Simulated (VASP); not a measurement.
Here is a VASP 6.6.1 calculation.

INCAR

```
PREC = Accurate
ENCUT = 520
EDIFF = 1E-6
ISMEAR = -1
SIGMA = 0.01
LREAL = F
LASPH = T
NELM = 120
ALGO = Normal
ISIF = 2
LWAVE = F
LCHARG = T
GGA = PE
LELF = T
LVHAR = T
NBANDS = 88
NELECT = 146.0
GGA_COMPAT = F
```

File KPOINTS:

```
Automatic mesh
0
Gamma
  1 1 1
```

File POSCAR:

```
Hf3Si4O16
1.0
    6.6465279200      0.0000000000      0.0000000000
    0.0000000000      6.6465279200      0.0000000000
    0.0000000000      0.0000000000      6.0147349600
Hf Si O
3 4 16
Direct
    0.0109932586      0.0051172583      0.0273383617
    0.4033668454      0.4772389491      0.4243314156
    0.5129690330     -0.0044907658      0.7530020907
   -0.0250697811      0.5069353564      0.7707904057
    0.5033337767     -0.0142338979      0.2613800958
    0.0190696558      0.0155584993      0.5024796637
    0.4833380735      0.4976772895     -0.0191138929
    0.0295008164      0.8330454738      0.3280008202
    0.4985415001      0.2954775822      0.8335281660
    0.2051963095      0.5164380623      0.6586333440
    0.7041977490      0.0068345459      0.1165655685
    0.3325924493     -0.0088593625      0.0721228787
    0.8104645109      0.4967729076      0.5814209642
    0.0667619252      0.1997925858      0.3371616561
    0.5251684853      0.7075483706      0.8565030769
    0.2747601488      0.5132243543      0.1295064546
    0.8027526649      0.0168448852      0.6351811053
   -0.0343249893      0.7215129550      0.9075766491
    0.4771628192      0.1710691678      0.4364413424
   -0.0211751160      0.2946413561      0.9131695805
    0.4840746987      0.7990501302      0.4347305438
    0.1917485363     -0.0003538690      0.6988166607
    0.6316194035      0.4723514349      0.1889128960
```

Potentials or basis: VASP PAW PBE potentials, release 64 (Hf_pv, Si, O).

Run with:

```bash
$ cat potpaw_PBE.64/Hf_pv/POTCAR potpaw_PBE.64/Si/POTCAR potpaw_PBE.64/O/POTCAR > POTCAR
$ mpirun -np 1 vasp_gam > vasp.out
```

Predict the largest force.

0.861 eV/Å.

Forces in eV/Å, atoms in the order of the input:
```
Hf   0.010 -0.005  0.082
Hf   0.754  0.345  0.155
Hf  -0.035  0.034  0.009
Si  -0.190  0.002 -0.003
Si   0.010  0.050 -0.028
Si  -0.047 -0.015  0.062
Si   0.159 -0.015  0.031
O   -0.050 -0.055 -0.125
O   -0.114 -0.118 -0.152
O   -0.233 -0.092 -0.420
O    0.114 -0.013 -0.197
O   -0.133 -0.007 -0.111
O   -0.841  0.003  0.188
O   -0.118  0.010 -0.111
O   -0.161  0.152 -0.187
O    0.316 -0.177  0.337
O   -0.173 -0.062  0.122
O    0.074  0.139  0.131
O    0.036  0.131  0.066
O    0.059 -0.191  0.039
O    0.027 -0.128  0.022
O    0.120 -0.033  0.070
O    0.418  0.043  0.020
```

Caveat: the k points lie up to 1.04 Å⁻¹ apart, too coarse for converged energies, forces and pressures; the cell carries a net charge on a neutralising background, which shifts energy and pressure.
